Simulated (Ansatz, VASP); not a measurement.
**SiGe2C2: VASP beside Ansatz**

```xyz
5
Lattice="4.8715 0.0000 0.0000 0.0000 4.8715 0.0000 0.0000 0.0000 3.4506" Properties=species:S:1:pos:R:3 pbc="T T T"
Si    2.4358    2.4358    1.7253
Ge    0.0000    2.4358    1.7253
Ge    2.4358    0.0000    1.7253
C     0.0000    0.0000    0.0000
C     2.4358    2.4358    0.0000
```

Alike in both runs: functional PBE; k mesh 4 × 4 × 6; occupations gaussian, width 0.1 eV; no spin polarisation.

Ansatz relaxed the structure, and its values are those at the end. VASP's run is a single point on that final structure, the one shown.

|  | VASP | Ansatz |
| --- | --- | --- |
| version | VASP 6.6.1 | Ansatz 0.2.0 |
| potentials or method | VASP PAW PBE potentials, release 64 (Si, Ge_d, C), cutoff 520 eV | scalar-relativistic, plane waves, PAW |
| valence electrons in the cell | 40 | 40 |

```tsv
	VASP	Ansatz	Ansatz less VASP
gap on the k mesh at the Fermi level (eV)	none	none	-
pressure (GPa)	0.0	0.1	+0.07
```

A gap of «none» marks a metal or a gap that the smearing closes.
